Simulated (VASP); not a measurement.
A run of VASP 6.6.1 is set up as follows.

File INCAR:

```
PREC = Accurate
ENCUT = 600
EDIFF = 1E-6
ISMEAR = 0
SIGMA = 0.01
LREAL = F
LASPH = T
NELM = 120
ALGO = Normal
ISIF = 2
LWAVE = F
LCHARG = F
GGA = CA
NBANDS = 15
GGA_COMPAT = F
```

The input KPOINTS:

```
regular mesh
0
Gamma
  6 6 6
```

The input POSCAR:

```
BaO
1.0
    0.0000000000      2.6938617990      2.6938617990
    2.6938617990      0.0000000000      2.6938617990
    2.6938617990      2.6938617990      0.0000000000
Ba O
1 1
Direct
    0.0000000000      0.0000000000      0.0000000000
    0.5000000000      0.5000000000      0.5000000000
```

Potentials or basis: VASP PAW LDA potentials, release 64 (Ba_sv, O).

Command:

```bash
$ cat potpaw_LDA.64/Ba_sv/POTCAR potpaw_LDA.64/O/POTCAR > POTCAR
$ mpirun -np 1 vasp_std > vasp.out
```

(1) Estimate the pressure.

(2) Predict the band gap on the k mesh.

## Answers

(1) 4.8 GPa.

(2) 1.48 eV, direct.

Caveat: spin-orbit coupling is left out, which moves the levels of the heavy elements.
